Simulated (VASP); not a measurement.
# Hf (Fm-3m) in VASP: further runs

Runs on Hf. Level: PBEsol. Tasks: single point.

Everything below comes from runs of VASP 6.6.1. Logs are shortened: lines on timing, memory, paths and dates and some standing lists are left out, and cuts for length are marked.

## 1. The cell of the first run

The structure is cubic, space group Fm-3m (No. 225). Conventional cell: a = 4.419 Å, b = 4.419 Å, c = 4.419 Å, α = 90.00°, β = 90.00°, γ = 90.00°. Within 4.1 Å of Hf (site symmetry m-3m) lie 12 Hf at 3.12 Å.

## 2. Single point, PBEsol

INCAR reads:

```
SYSTEM = Hf
PREC = Accurate
ENCUT = 520
EDIFF = 1E-6
ISMEAR = -1
SIGMA = 0.1
LREAL = .FALSE.
LASPH = .TRUE.
NELM = 80
ALGO = Normal
ISIF = 2
LWAVE = .FALSE.
LCHARG = .TRUE.
GGA = PS
LELF = .TRUE.
LVHAR = .TRUE.
NBANDS = 11
```

KPOINTS reads:

```
regular mesh
0
G
  14 14 14
  0 0 0
```

POSCAR reads:

```
Hf
1.0
    0.0000000000      2.2096845531      2.2096845531
    2.2096845531      0.0000000000      2.2096845531
    2.2096845531      2.2096845531      0.0000000000
Hf
1
Direct
    0.0000000000      0.0000000000      0.0000000000
```

Potentials or basis: VASP PAW PBE potentials, release 64 (Hf_pv).

On the command line:

```bash
$ cat potpaw_PBE.64/Hf_pv/POTCAR > POTCAR
$ mpirun -np 1 vasp_std > vasp.out
```

OUTCAR:

```text
SYSTEM = Hf
   PREC = Accurate
   ENCUT = 520
   EDIFF = 1E-6
   ISMEAR = -1
   LREAL = .FALSE.
   LASPH = .TRUE.
   NELM = 80
   ISIF = 2
   GGA = PS

 ion  position               nearest neighbor table
   1  0.000  0.000  0.000-

  LATTYP: Found a face centered cubic cell.
 ALAT       =     4.4193691062

  Lattice vectors:

 A1 = (   0.0000000000,   2.2096845531,   2.2096845531)
 A2 = (   2.2096845531,   0.0000000000,   2.2096845531)
 A3 = (   2.2096845531,   2.2096845531,   0.0000000000)

Analysis of symmetry for initial positions (statically):
=====================================================================
 Subroutine PRICEL returns:
 Original cell was already a primitive cell.

 Routine SETGRP: Setting up the symmetry group for a
 face centered cubic supercell.

 Subroutine GETGRP returns: Found 48 space group operations
 (whereof 48 operations were pure point group operations)
 out of a pool of 48 trial point group operations.

The static configuration has the point symmetry O_h .

Analysis of symmetry for dynamics (positions and initial velocities):
=====================================================================
 Subroutine PRICEL returns:
 Original cell was already a primitive cell.

 Routine SETGRP: Setting up the symmetry group for a
 face centered cubic supercell.

 Subroutine GETGRP returns: Found 48 space group operations
 (whereof 48 operations were pure point group operations)
 out of a pool of 48 trial point group operations.

The dynamic configuration has the point symmetry O_h .

 Subroutine INISYM returns: Found 48 space group operations
 (whereof 48 operations are pure point group operations),
 and found     1 'primitive' translations

----------------------------------------------------------------------------------------

                                     Primitive cell

  volume of cell :      21.5785

  direct lattice vectors                    reciprocal lattice vectors
     0.000000000  2.209684553  2.209684553    -0.226276642  0.226276642  0.226276642
     2.209684553  0.000000000  2.209684553     0.226276642 -0.226276642  0.226276642
     2.209684553  2.209684553  0.000000000     0.226276642  0.226276642 -0.226276642

  length of vectors
     3.124965864  3.124965864  3.124965864     0.391922640  0.391922640  0.391922640

  position of ions in fractional coordinates (direct lattice)
     0.000000000  0.000000000  0.000000000

  ion indices of the primitive-cell ions
   primitive index   ion index
                 1           1

----------------------------------------------------------------------------------------

 KPOINTS: regular mesh

Automatic generation of k-mesh.
 Grid dimensions read from file:
 generate k-points for:   14   14   14

 Generating k-lattice:

  Cartesian coordinates                     Fractional coordinates (reciprocal lattice)
    -0.016162617  0.016162617  0.016162617     0.071428571  0.000000000  0.000000000
     0.016162617 -0.016162617  0.016162617     0.000000000  0.071428571  0.000000000
     0.016162617  0.016162617 -0.016162617     0.000000000  0.000000000  0.071428571

  Length of vectors
     0.027994474  0.027994474  0.027994474

  Shift w.r.t. Gamma in fractional coordinates (k-lattice)
     0.000000000  0.000000000  0.000000000

 Subroutine IBZKPT returns following result:
 ===========================================

 Found    104 irreducible k-points:

 Following reciprocal coordinates:
            Coordinates               Weight
  0.000000  0.000000  0.000000      1.000000
  0.071429  0.000000  0.000000      8.000000
  0.142857  0.000000  0.000000      8.000000
  0.214286  0.000000  0.000000      8.000000
  0.285714  0.000000  0.000000      8.000000
  0.357143  0.000000  0.000000      8.000000
[... 16 lines left out ...]
  0.214286  0.142857  0.000000     24.000000
  0.285714  0.142857  0.000000     24.000000
 [... further k-points ...]
   k-points           NKPTS =    104   k-points in BZ     NKDIM =    104   number of bands    NBANDS=     11
   number of dos      NEDOS =    301   number of ions     NIONS =      1
   total plane-waves  NPLWV =  13824
   dimension x,y,z NGX =    24 NGY =   24 NGZ =   24
   dimension x,y,z NGXF=    48 NGYF=   48 NGZF=   48
   ions per type =               1
   NGX,Y,Z   is equivalent  to a cutoff of  12.77, 12.77, 12.77 a.u.
   NGXF,Y,Z  is equivalent  to a cutoff of  25.54, 25.54, 25.54 a.u.
 SYSTEM =  Hf
   PREC   = accura    normal or accurate (medium, high low for compatibility)
   ISTART =      0    job   : 0-new  1-cont  2-samecut
   ICHARG =      2    charge: 1-file 2-atom 10-const
   ISPIN  =      1    spin polarized calculation?
   LNONCOLLINEAR =      F non collinear calculations
   LSORBIT =      F    spin-orbit coupling
   LASPH  =      T    aspherical Exc in radial PAW
   ENCUT  =  520.0 eV  38.22 Ry    6.18 a.u.   5.81  5.81  5.81*2*pi/ulx,y,z
   NELM   =     80;   NELMIN=  2; NELMDL= -5     # of ELM steps
   EDIFF  = 0.1E-05   stopping-criterion for ELM
   LREAL  =      F    real-space projection
   EDIFFG = 0.1E-04   stopping-criterion for IOM
   NSW    =      0    number of steps for IOM
   IBRION =     -1    ionic relax: 0-MD 1-quasi-New 2-CG
   NFREE  =      0    steps in history (QN), initial steepest desc. (CG)
   ISIF   =      2    stress and relaxation
   ISYM   =      2    0-nonsym 1-usesym 2-fastsym
   POTIM  = 0.5000    time-step for ionic-motion
   TEBEG  =    0.0;   TEEND  =   0.0 temperature during run
   PSTRESS=    0.0 pullay stress
   NELECT =      10.0000    total number of electrons
   NUPDOWN=      -1.0000    fix difference up-down
   EMIN   =  10.00;   EMAX   =-10.00  energy-range for DOS
   EFERMI =   0.00;   METHOD = LEGACY
   ISMEAR =    -1;   SIGMA  =   0.10  broadening in eV -4-tet -1-fermi 0-gaus
   EFERMI_NEDOS =   21; number of points for ismear=-14 and -15
   IALGO  =     38    algorithm
   IMIX   =      4    mixing-type and parameters
     AMIX     =   0.40;   BMIX     =  1.00
     AMIX_MAG =   1.60;   BMIX_MAG =  1.00
  volume/ion in A,a.u.               =      21.58       145.62
  Fermi-wavevector in a.u.,A,eV,Ry     =   1.266877  2.394051 21.837052  1.604978
  Thomas-Fermi vector in A             =   2.400055
   LORBIT       =      0    0 simple, 1 ext, 2 COOP (PROOUT), +10 PAW based schemes
   GGA     = PS    functional components
   LHFCALC =     F    Hartree Fock is set to
   AEXX    =    0.0000 exact exchange contribution
   IVDW    =     0    specifies the selected vdW correction
   LEPSILON=     F    determine dielectric tensor
   LRPA    =     F    only Hartree local field effects (RPA)
 non-spin polarized calculation
  energy-cutoff  :      520.00
  volume of cell :       21.58
 maximum number of plane-waves:       592
   NGX = 11   NGY = 11   NGZ = 11

 number of electron      10.0000001 magnetization

 Free energy of the ion-electron system (eV)
  ---------------------------------------------------
  ext. energy  EPLUGINS =         0.00000000
  ---------------------------------------------------
  free energy    TOTEN  =       -10.45733171 eV

  energy without entropy =      -10.40977084  energy(sigma->0) =      -10.43355128

 E-fermi :   4.8307     XC(G=0): -11.5590

 val. band max:        4.8276286674   @ k =  -0.3571   0.3571   0.1429
 cond. band min:       4.8322662956   @ k =  -0.2857   0.3571   0.0714
 fundamental gap:      0.0046376282
 Fermi energy:         4.8306979463

 k-point     1 :       0.0000    0.0000    0.0000
  band No.  band energies     occupation
      1     -24.9962      2.00000
      2     -24.9962      2.00000
      3     -24.9962      2.00000
      4      -2.5067      2.00000
      5       6.2379      0.00000
      6       6.2379      0.00000
      7       6.2379      0.00000
      8       9.1535      0.00000
      9       9.1535      0.00000
     10      16.3232      0.00000
     11      18.0073      0.00000

 k-point     2 :       0.0714    0.0000    0.0000
  band No.  band energies     occupation
      1     -25.0453      2.00000
      2     -25.0023      2.00000
      3     -25.0023      2.00000
      4      -2.3201      2.00000
      5       6.0488      0.00001
      6       6.3272      0.00000
      7       6.3272      0.00000
      8       9.0536      0.00000
      9       9.0536      0.00000
     10      16.7384      0.00000
     11      18.0064      0.00000

 k-point     3 :       0.1429    0.0000    0.0000
  band No.  band energies     occupation
      1     -25.1808      2.00000
      2     -25.0195      2.00000
      3     -25.0195      2.00000
      4      -1.7882      2.00000
      5       5.5981      0.00093
      6       6.5324      0.00000
      7       6.5324      0.00000
      8       8.8747      0.00000
      9       8.8747      0.00000
     10      17.6042      0.00000
     11      18.0037      0.00000

 k-point     4 :       0.2143    0.0000    0.0000
  band No.  band energies     occupation
      1     -25.3715      2.00000
      2     -25.0441      2.00000
      3     -25.0441      2.00000
      4      -0.9997      2.00000
      5       5.1197      0.10528
      6       6.6455      0.00000
      7       6.6455      0.00000
      8       8.9353      0.00000
      9       8.9353      0.00000
     10      16.9111      0.00000
     11      18.0107      0.00000
[... 239 lines left out ...]
 k-point    22 :       0.1429    0.1429    0.0000
  band No.  band energies     occupation
      1     -25.1761      2.00000
      2     -25.0597      2.00000
      3     -25.0597      2.00000
      4      -1.5474      2.00000
      5       5.2388      0.03323
      6       6.8239      0.00000
      7       6.8239      0.00000
      8       7.8435      0.00000
      9       9.5072      0.00000
     10      18.0042      0.00000
     11      18.3785      0.00000

 k-point    23 :       0.2143    0.1429    0.0000
  band No.  band energies     occupation
      1     -25.2998      2.00000
      2     -25.0911      2.00000
      3     -25.0838      2.00000
      4      -0.9517      2.00000
      5       4.8199      1.05402
      6       6.8358      0.00000
      7       7.1016      0.00000
      8       7.6738      0.00000
      9       9.6889      0.00000
     10      18.0001      0.00000
     11      18.9329      0.00000

 k-point    24 :       0.2857    0.1429    0.0000
  band No.  band energies     occupation
      1     -25.4678      2.00000
      2     -25.1219      2.00000
      3     -25.1128      2.00000
      4      -0.1449      2.00000
      5       4.4686      1.94788
      6       6.2792      0.00000
      7       7.2002      0.00000
      8       8.3567      0.00000
      9      10.0725      0.00000
     10      17.7998      0.00000
     11      18.0521      0.00000

 [... further k-points ...]

------------------------ aborting loop because EDIFF is reached ----------------------------------------

  FORCE on cell =-STRESS in cart. coord.  units (eV):
  Direction    XX          YY          ZZ          XY          YZ          ZX
  --------------------------------------------------------------------------------------
  -------------------------------------------------------------------------------------
  Total       -0.0343255     -0.0343255     -0.0343255      0.0000000      0.0000000     -0.0000000
  in kB       -2.5486307     -2.5486307     -2.5486307      0.0000000      0.0000000     -0.0000000
  external PRESSURE =      -2.5486307 kB  Pullay stress =       0.0000000 kB

 VOLUME and BASIS-vectors are now :
 -----------------------------------------------------------------------------
  energy-cutoff  :      520.00
  volume of cell :       21.58
      direct lattice vectors                 reciprocal lattice vectors
     0.000000000  2.209684553  2.209684553    -0.226276642  0.226276642  0.226276642
     2.209684553  0.000000000  2.209684553     0.226276642 -0.226276642  0.226276642
     2.209684553  2.209684553  0.000000000     0.226276642  0.226276642 -0.226276642

 POSITION                                       TOTAL-FORCE (eV/Angst)
 -----------------------------------------------------------------------------------
      0.00000      0.00000      0.00000         0.000000      0.000000      0.000000
 -----------------------------------------------------------------------------------
    total drift:                               -0.000000      0.000000      0.000000

  FREE ENERGIE OF THE ION-ELECTRON SYSTEM (eV)
  ---------------------------------------------------
  free  energy   TOTEN  =       -10.4573317079 eV

  energy  without entropy=      -10.4097708442  energy(sigma->0) =      -10.43355128
```

It took 12 s on 1 thread of Intel Xeon 6975P-C, shared host; peak memory 0.15 GiB.

Results:

```
Free energy            : -10.4573 eV
Pressure               : -0.3 GPa
Band gap on the k mesh : zero (band 5 reaches 6.24 eV, above the bottom of band 6 at 4.16 eV)
```

Levels at points of the mesh, in eV from the Fermi level:
```
           k point  band 1  band 2  band 3  band 4  band 5  band 6  band 7  band 8  band 9  band 10
(0.00, 0.00, 0.00)  -29.83  -29.83  -29.83   -7.34    1.41    1.41    1.41    4.32    4.32    11.49
(0.50, 0.00, 0.00)  -30.75  -29.95  -29.95   -3.75    0.73    1.17    1.17    6.56    6.56     9.83
(0.50, 0.50, 0.00)  -30.69  -30.16  -30.16   -3.41   -2.26    2.74    6.57    7.23    7.23    10.21
```

Caveat: the PAW data sets were made with another functional, which shifts forces and pressure a little; spin-orbit coupling is left out, which moves the levels of the heavy elements.

## 3. Single point, PBEsol (volume scaled by 1.04)

INCAR reads:

```
SYSTEM = Hf
  ALGO = Normal
  EDIFF = 1E-7
  ENCUT = 520
  GGA = PS
  ISIF = 2
  ISMEAR = -1
  LASPH = .True.
  LCHARG = .False.
  LREAL = .False.
  LWAVE = .False.
  NBANDS = 11
  NELM = 80
  PREC = Accurate
  SIGMA = 0.1
```

KPOINTS reads:

```
k-points
0
Gamma
  14 14 14
  0 0 0
```

POSCAR reads:

```
Hf
1.0
    0.0000000000      2.2387626845      2.2387626845
    2.2387626845      0.0000000000      2.2387626845
    2.2387626845      2.2387626845      0.0000000000
Hf
1
Direct
    0.0000000000      0.0000000000      0.0000000000
```

Potentials or basis: VASP PAW PBE potentials, release 64 (Hf_pv).

On the command line:

```bash
$ cat potpaw_PBE.64/Hf_pv/POTCAR > POTCAR
$ mpirun -np 1 vasp_std > vasp.out
```

It took 13 s on 1 thread of Intel Xeon 6975P-C, shared host; peak memory 0.15 GiB.

It converged, with:

```yaml
Free_energy: -10.4451 eV
Pressure: -4.2 GPa
Band_gap_on_the_k_mesh: zero (band 5 reaches 5.95 eV, above the bottom of band 6 at 3.92 eV)
```

Levels at points of the mesh, in eV from the Fermi level:
```
           k point  band 1  band 2  band 3  band 4  band 5  band 6  band 7  band 8  band 9  band 10
(0.00, 0.00, 0.00)  -29.97  -29.97  -29.97   -7.21    1.39    1.39    1.39    4.16    4.16    11.36
(0.50, 0.00, 0.00)  -30.78  -30.08  -30.08   -3.63    0.60    1.17    1.17    6.28    6.28     9.32
(0.50, 0.50, 0.00)  -30.73  -30.27  -30.27   -3.25   -2.12    2.52    6.29    6.91    6.91     9.87
```

Caveat: the PAW data sets were made with another functional, which shifts forces and pressure a little; spin-orbit coupling is left out, which moves the levels of the heavy elements.
